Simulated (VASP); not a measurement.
# Hf5F (P-6m2) in VASP: single point with PBE

Aim: the single point of Hf5F with PBE.

Everything below comes from runs of VASP 6.6.1. Logs are shortened: lines on timing, memory, paths and dates and some standing lists are left out, and cuts for length are marked.

## (1) The cell of the first run

The structure is hexagonal, space group P-6m2 (No. 187). The conventional cell has a = 3.180 Å, b = 3.180 Å, c = 13.759 Å, α = 90.00°, β = 90.00°, γ = 120.00°. Within 3.4 Å of Hf (site symmetry 3m) lie 3 F at 2.61 Å and 9 Hf at 3.04 to 3.18 Å. Hf (site symmetry 3m) has 12 Hf at 3.04 to 3.18 Å within 4.0 Å. Within 4.2 Å of Hf (site symmetry -6m2) lie 12 Hf at 3.18 Å. F (site symmetry -6m2) has 6 Hf at 2.61 Å and 6 F at 3.18 Å within 3.4 Å.

## (2) Single point, PBE

POSCAR

```
Hf5F
1.0
    3.1803021518      0.0000000000      0.0000000000
   -1.5901510759      2.7542224551      0.0000000000
    0.0000000000      0.0000000000     13.7588989951
Hf F
5 1
Direct
    0.6666666667      0.3333333333      0.8649049889
    0.0000000000      0.0000000000      0.6887188288
    0.6666666667      0.3333333333      0.5000000000
    0.0000000000      0.0000000000      0.3112811712
    0.6666666667      0.3333333333      0.1350950111
    0.0000000000      0.0000000000      0.0000000000
```

INCAR.step1

```
PREC = Accurate
ENCUT = 520
EDIFF = 1E-6
ISMEAR = 0
SIGMA = 0.1
LREAL = False
LASPH = True
NELM = 60
ALGO = Normal
ISIF = 2
LWAVE = False
LCHARG = True
LMAXMIX = 4
GGA = PE
NBANDS = 38
```

KPOINTS.step1

```
regular mesh
0
Gamma
  12 12 4
```

INCAR.step2

```
PREC = Accurate
ENCUT = 520
EDIFF = 1E-6
ISMEAR = -5
SIGMA = 0.1
LREAL = False
LASPH = True
NELM = 60
ALGO = Normal
ISIF = 2
LWAVE = False
LCHARG = False
LMAXMIX = 4
GGA = PE
LORBIT = 11
NEDOS = 2001
ICHARG = 11
```

KPOINTS.step2

```
regular mesh
0
Gamma
  18 18 6
```

Potentials or basis: VASP PAW PBE potentials, release 64 (Hf_pv, F).

Launch:

```bash
cat potpaw_PBE.64/Hf_pv/POTCAR potpaw_PBE.64/F/POTCAR > POTCAR
cp INCAR.step1 INCAR
cp KPOINTS.step1 KPOINTS
mpirun -np 1 vasp_std > vasp.out
cp INCAR.step2 INCAR
cp KPOINTS.step2 KPOINTS
mpirun -np 1 vasp_std > vasp.out
```

OUTCAR:

```text
PREC = Accurate
   ENCUT = 520
   EDIFF = 1E-6
   ISMEAR = -5
   LREAL = False
   LASPH = True
   NELM = 60
   ISIF = 2
   GGA = PE
   LORBIT = 11
   ICHARG = 11

 ion  position               nearest neighbor table
   1  0.667  0.333  0.865-   6 2.61   6 2.61   6 2.61   2 3.04   2 3.04   2 3.04   5 3.72
   2  0.000  0.000  0.689-   1 3.04   1 3.04   1 3.04   3 3.18   3 3.18   3 3.18
   3  0.667  0.333  0.500-   2 3.18   4 3.18   2 3.18   4 3.18   2 3.18   4 3.18
   4  0.000  0.000  0.311-   5 3.04   5 3.04   5 3.04   3 3.18   3 3.18   3 3.18
   5  0.667  0.333  0.135-   6 2.61   6 2.61   6 2.61   4 3.04   4 3.04   4 3.04   1 3.72
   6  0.000  0.000  0.000-   1 2.61   5 2.61   1 2.61   5 2.61   1 2.61   5 2.61

  LATTYP: Found a hexagonal cell.
 ALAT       =     3.1803021518
 C/A-ratio  =     4.3262867295

  Lattice vectors:

 A1 = (   3.1803021518,   0.0000000000,   0.0000000000)
 A2 = (  -1.5901510759,   2.7542224551,   0.0000000000)
 A3 = (   0.0000000000,   0.0000000000,  13.7588989951)

Analysis of symmetry for initial positions (statically):
=====================================================================
 Subroutine PRICEL returns:
 Original cell was already a primitive cell.

 Routine SETGRP: Setting up the symmetry group for a
 hexagonal supercell.

 Subroutine GETGRP returns: Found 12 space group operations
 (whereof 12 operations were pure point group operations)
 out of a pool of 24 trial point group operations.

The static configuration has the point symmetry D_3h.

Analysis of symmetry for dynamics (positions and initial velocities):
=====================================================================
 Subroutine PRICEL returns:
 Original cell was already a primitive cell.

 Routine SETGRP: Setting up the symmetry group for a
 hexagonal supercell.

 Subroutine GETGRP returns: Found 12 space group operations
 (whereof 12 operations were pure point group operations)
 out of a pool of 24 trial point group operations.

The dynamic configuration has the point symmetry D_3h.

 Subroutine INISYM returns: Found 12 space group operations
 (whereof 12 operations are pure point group operations),
 and found     1 'primitive' translations

----------------------------------------------------------------------------------------

                                     Primitive cell

  volume of cell :     120.5178

  direct lattice vectors                    reciprocal lattice vectors
     3.180302152  0.000000000  0.000000000     0.314435532  0.181539439  0.000000000
    -1.590151076  2.754222455  0.000000000     0.000000000  0.363078878  0.000000000
     0.000000000  0.000000000 13.758898995     0.000000000  0.000000000  0.072680234

  length of vectors
     3.180302152  3.180302152 13.758898995     0.363078878  0.363078878  0.072680234

  position of ions in fractional coordinates (direct lattice)
     0.666666667  0.333333333  0.864904989
     0.000000000  0.000000000  0.688718829
     0.666666667  0.333333333  0.500000000
     0.000000000  0.000000000  0.311281171
     0.666666667  0.333333333  0.135095011
     0.000000000  0.000000000  0.000000000

  ion indices of the primitive-cell ions
   primitive index   ion index
                 1           1
                 2           2
                 3           3
                 4           4
                 5           5
                 6           6

----------------------------------------------------------------------------------------

 KPOINTS: regular mesh

Automatic generation of k-mesh.
 Grid dimensions read from file:
 generate k-points for:   18   18    6

 Generating k-lattice:

  Cartesian coordinates                     Fractional coordinates (reciprocal lattice)
     0.017468641  0.010085524  0.000000000     0.055555556  0.000000000  0.000000000
     0.000000000  0.020171049  0.000000000     0.000000000  0.055555556  0.000000000
     0.000000000  0.000000000  0.012113372     0.000000000  0.000000000  0.166666667

  Length of vectors
     0.020171049  0.020171049  0.012113372

  Shift w.r.t. Gamma in fractional coordinates (k-lattice)
     0.000000000  0.000000000  0.000000000

 TETIRR: Found   1977 inequivalent tetrahedra from    11664

 Subroutine IBZKPT returns following result:
 ===========================================

 Found    148 irreducible k-points:

 Following reciprocal coordinates:
            Coordinates               Weight
  0.000000  0.000000  0.000000      1.000000
  0.055556  0.000000  0.000000      6.000000
  0.111111  0.000000  0.000000      6.000000
  0.166667  0.000000  0.000000      6.000000
  0.222222  0.000000  0.000000      6.000000
  0.277778  0.000000  0.000000      6.000000
[... 16 lines left out ...]
  0.333333  0.111111  0.000000     12.000000
  0.388889  0.111111  0.000000     12.000000
 [... further k-points ...]
   k-points           NKPTS =    148   k-points in BZ     NKDIM =    148   number of bands    NBANDS=     34
   number of dos      NEDOS =   2001   number of ions     NIONS =      6
   total plane-waves  NPLWV =  62208
   dimension x,y,z NGX =    24 NGY =   24 NGZ =  108
   dimension x,y,z NGXF=    48 NGYF=   48 NGZF=  216
   ions per type =               5   1
   NGX,Y,Z   is equivalent  to a cutoff of  12.55, 12.55, 13.05 a.u.
   NGXF,Y,Z  is equivalent  to a cutoff of  25.09, 25.09, 26.10 a.u.
 SYSTEM =  unknown system
   PREC   = accura    normal or accurate (medium, high low for compatibility)
   ISTART =      0    job   : 0-new  1-cont  2-samecut
   ICHARG =     11    charge: 1-file 2-atom 10-const
   ISPIN  =      1    spin polarized calculation?
   LNONCOLLINEAR =      F non collinear calculations
   LSORBIT =      F    spin-orbit coupling
   LASPH  =      T    aspherical Exc in radial PAW
   ENCUT  =  520.0 eV  38.22 Ry    6.18 a.u.   5.91  5.91 25.58*2*pi/ulx,y,z
   NELM   =     60;   NELMIN=  2; NELMDL=  0     # of ELM steps
   EDIFF  = 0.1E-05   stopping-criterion for ELM
   LREAL  =      F    real-space projection
   EDIFFG = 0.1E-04   stopping-criterion for IOM
   NSW    =      0    number of steps for IOM
   IBRION =     -1    ionic relax: 0-MD 1-quasi-New 2-CG
   NFREE  =      0    steps in history (QN), initial steepest desc. (CG)
   ISIF   =      2    stress and relaxation
   ISYM   =      2    0-nonsym 1-usesym 2-fastsym
   POTIM  = 0.5000    time-step for ionic-motion
   TEBEG  =    0.0;   TEEND  =   0.0 temperature during run
   PSTRESS=    0.0 pullay stress
   NELECT =      57.0000    total number of electrons
   NUPDOWN=      -1.0000    fix difference up-down
   EMIN   =  10.00;   EMAX   =-10.00  energy-range for DOS
   EFERMI =   0.00;   METHOD = LEGACY
   ISMEAR =    -5;   SIGMA  =   0.10  broadening in eV -4-tet -1-fermi 0-gaus
   EFERMI_NEDOS =   21; number of points for ismear=-14 and -15
   IALGO  =     38    algorithm
   IMIX   =      4    mixing-type and parameters
     AMIX     =   0.40;   BMIX     =  1.00
     AMIX_MAG =   1.60;   BMIX_MAG =  1.00
  volume/ion in A,a.u.               =      20.09       135.55
  Fermi-wavevector in a.u.,A,eV,Ry     =   1.275507  2.410358 22.135555  1.626917
  Thomas-Fermi vector in A             =   2.408215
   LORBIT       =     11    0 simple, 1 ext, 2 COOP (PROOUT), +10 PAW based schemes
   GGA     = PE    functional components
   LHFCALC =     F    Hartree Fock is set to
   AEXX    =    0.0000 exact exchange contribution
   IVDW    =     0    specifies the selected vdW correction
   LEPSILON=     F    determine dielectric tensor
   LRPA    =     F    only Hartree local field effects (RPA)
 non-spin polarized calculation
 Fermi weights with tetrahedron method with Bloechl corrections
  energy-cutoff  :      520.00
  volume of cell :      120.52
 maximum number of plane-waves:      3275
 NGX is ok and might be reduce to    24

 number of electron      57.0000010 magnetization

 Free energy of the ion-electron system (eV)
  ---------------------------------------------------
  ext. energy  EPLUGINS =         0.00000000
  ---------------------------------------------------
  free energy    TOTEN  =       -54.30657252 eV

  energy without entropy =      -54.30657252  energy(sigma->0) =      -54.30657252

 E-fermi :   5.1129     XC(G=0): -11.1999

 val. band max:        5.1323267610   @ k =   0.0000   0.0000   0.0000
 cond. band min:       5.0596551649   @ k =   0.2222   0.2222   0.1667
 fundamental gap:     -0.0726715960
 Fermi energy:         5.1128642002

 k-point     1 :       0.0000    0.0000    0.0000
  band No.  band energies     occupation
      1     -26.3351      2.00000
      2     -26.2563      2.00000
      3     -25.7087      2.00000
      4     -25.6930      2.00000
      5     -25.6930      2.00000
      6     -25.6896      2.00000
[... 26 lines left out ...]
     33       6.2496      0.00000
     34       6.2654      0.00000

 k-point     2 :       0.0556    0.0000    0.0000
  band No.  band energies     occupation
      1     -26.3300      2.00000
      2     -26.2518      2.00000
      3     -25.7248      2.00000
      4     -25.7154      2.00000
      5     -25.6974      2.00000
      6     -25.6940      2.00000
[... 26 lines left out ...]
     33       6.1791      0.00000
     34       6.3767      0.00000

 k-point     3 :       0.1111    0.0000    0.0000
  band No.  band energies     occupation
      1     -26.3153      2.00000
      2     -26.2390      2.00000
      3     -25.7781      2.00000
      4     -25.7773      2.00000
      5     -25.7102      2.00000
      6     -25.7067      2.00000
[... 26 lines left out ...]
     33       6.3343      0.00000
     34       6.3989      0.00000

 k-point     4 :       0.1667    0.0000    0.0000
  band No.  band energies     occupation
      1     -26.2929      2.00000
      2     -26.2199      2.00000
      3     -25.8675      2.00000
      4     -25.8601      2.00000
      5     -25.7297      2.00000
      6     -25.7260      2.00000
[... 26 lines left out ...]
     33       6.5557      0.00000
     34       6.5897      0.00000

 k-point     5 :       0.2222    0.0000    0.0000
  band No.  band energies     occupation
      1     -26.2658      2.00000
      2     -26.1977      2.00000
      3     -25.9734      2.00000
      4     -25.9586      2.00000
      5     -25.7534      2.00000
      6     -25.7496      2.00000
[... 621 lines left out ...]
 k-point    22 :       0.2778    0.1111    0.0000
  band No.  band energies     occupation
      1     -26.2055      2.00000
      2     -26.1771      2.00000
      3     -26.1705      2.00000
      4     -26.1344      2.00000
      5     -25.8433      2.00000
      6     -25.8385      2.00000
[... 26 lines left out ...]
     33       6.1651      0.00000
     34       6.2255      0.00000

 k-point    23 :       0.3333    0.1111    0.0000
  band No.  band energies     occupation
      1     -26.2460      2.00000
      2     -26.2242      2.00000
      3     -26.1869      2.00000
      4     -26.1357      2.00000
      5     -25.8682      2.00000
      6     -25.8620      2.00000
[... 26 lines left out ...]
     33       6.0786      0.00000
     34       6.3687      0.00000

 k-point    24 :       0.3889    0.1111    0.0000
  band No.  band energies     occupation
      1     -26.2899      2.00000
      2     -26.2655      2.00000
      3     -26.1764      2.00000
      4     -26.1317      2.00000
      5     -25.8843      2.00000
      6     -25.8769      2.00000
[... 26 lines left out ...]
     33       6.2008      0.00000
     34       6.4122      0.00000

 [... further k-points ...]

------------------------ aborting loop because EDIFF is reached ----------------------------------------

  FORCE on cell =-STRESS in cart. coord.  units (eV):
  Direction    XX          YY          ZZ          XY          YZ          ZX
  --------------------------------------------------------------------------------------
  -------------------------------------------------------------------------------------
  Total       -0.5966045     -0.5966045     -0.2139256      0.0000000     -0.0000000      0.0000000
  in kB       -7.9313300     -7.9313300     -2.8439526      0.0000000     -0.0000000      0.0000000
  external PRESSURE =      -6.2355376 kB  Pullay stress =       0.0000000 kB

 VOLUME and BASIS-vectors are now :
 -----------------------------------------------------------------------------
  energy-cutoff  :      520.00
  volume of cell :      120.52
      direct lattice vectors                 reciprocal lattice vectors
     3.180302152  0.000000000  0.000000000     0.314435532  0.181539439  0.000000000
    -1.590151076  2.754222455  0.000000000     0.000000000  0.363078878  0.000000000
     0.000000000  0.000000000 13.758898995     0.000000000  0.000000000  0.072680234

 POSITION                                       TOTAL-FORCE (eV/Angst)
 -----------------------------------------------------------------------------------
      1.59015      0.91807     11.90014         0.000000     -0.000000     -0.012431
      0.00000      0.00000      9.47601        -0.000000     -0.000000      0.070595
      1.59015      0.91807      6.87945         0.000000      0.000000      0.000000
      0.00000      0.00000      4.28289        -0.000000     -0.000000     -0.070595
      1.59015      0.91807      1.85876         0.000000     -0.000000      0.012431
      0.00000      0.00000      0.00000        -0.000000      0.000000      0.000000
 -----------------------------------------------------------------------------------
    total drift:                               -0.002114      0.001220      0.000000

  FREE ENERGIE OF THE ION-ELECTRON SYSTEM (eV)
  ---------------------------------------------------
  free  energy   TOTEN  =       -54.3065725215 eV

  energy  without entropy=      -54.3065725215  energy(sigma->0) =      -54.30657252

 total charge

# of ion       s       p       d       tot
------------------------------------------
    1        0.391   6.265   1.592   8.249
    2        0.394   6.405   1.557   8.356
    3        0.393   6.369   1.535   8.297
    4        0.394   6.405   1.557   8.356
    5        0.391   6.265   1.592   8.249
    6        1.753   4.293   0.000   6.046
--------------------------------------------------
tot          3.716  36.002   7.835  47.552
```

Wall time 7 min (1 thread of Intel Xeon 6975P-C (Granite Rapids), shared host); peak memory 0.56 GiB.

Results:

- Valence electrons inside the program's atomic spheres: Hf 8.25, 8.36, 8.30 (each value once); F 6.05

Caveat: spin-orbit coupling is left out, which moves the levels of the heavy elements; an odd number of electrons without spin polarisation forces a metal; a magnetic or distorted state may lie lower.
